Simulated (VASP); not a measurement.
A run of VASP 6.6.1 is set up as follows.

The input INCAR:

```
SYSTEM = SnO2
PREC = Accurate ; ENCUT = 520
EDIFF = 1E-7 ; ISMEAR = 0
SIGMA = 0.02 ; LREAL = .FALSE.
LASPH = .TRUE. ; NELM = 60
ALGO = Normal ; ISIF = 2
LWAVE = .FALSE. ; LCHARG = .FALSE.
NBANDS = 64
```

KPOINTS

```
Automatic mesh
0
G
  6 6 6
  0 0 0
```

The input POSCAR:

```
SnO2
1.0
    4.6232920497      0.0000000000      0.0000000000
    0.0000000000      5.4736593271      0.0000000000
    0.0000000000      0.0000000000      5.0486617261
Sn O
4 8
Direct
    0.5000000000      0.6774970741      0.7500000000
    0.0000000000      0.8225029259      0.2500000000
    0.5000000000      0.3225029259      0.2500000000
    0.0000000000      0.1774970741      0.7500000000
    0.7375078562      0.5931930026      0.0711239644
    0.2375078562      0.9068069974      0.9288760356
    0.7624921438      0.9068069974      0.5711239644
    0.2624921438      0.5931930026      0.4288760356
    0.7375078562      0.4068069974      0.5711239644
    0.2375078562      0.0931930026      0.4288760356
    0.7624921438      0.0931930026      0.0711239644
    0.2624921438      0.4068069974      0.9288760356
```

Potentials or basis: VASP PAW LDA potentials, release 64 (Sn_d, O).

Launch:

```console
$ cat potpaw_LDA.64/Sn_d/POTCAR potpaw_LDA.64/O/POTCAR > POTCAR
$ mpirun -np 1 vasp_std > vasp.out
```

(1) Estimate the largest force.

(2) What does it give for the band gap on the k mesh?

(3) What does it give for the pressure?

Answers

(1) 0.028 eV/Å.

(2) 2.40 eV.

(3) 21.4 GPa.

Caveat: the cell stands under pressure; spin-orbit coupling is left out, which moves the levels of the heavy elements.
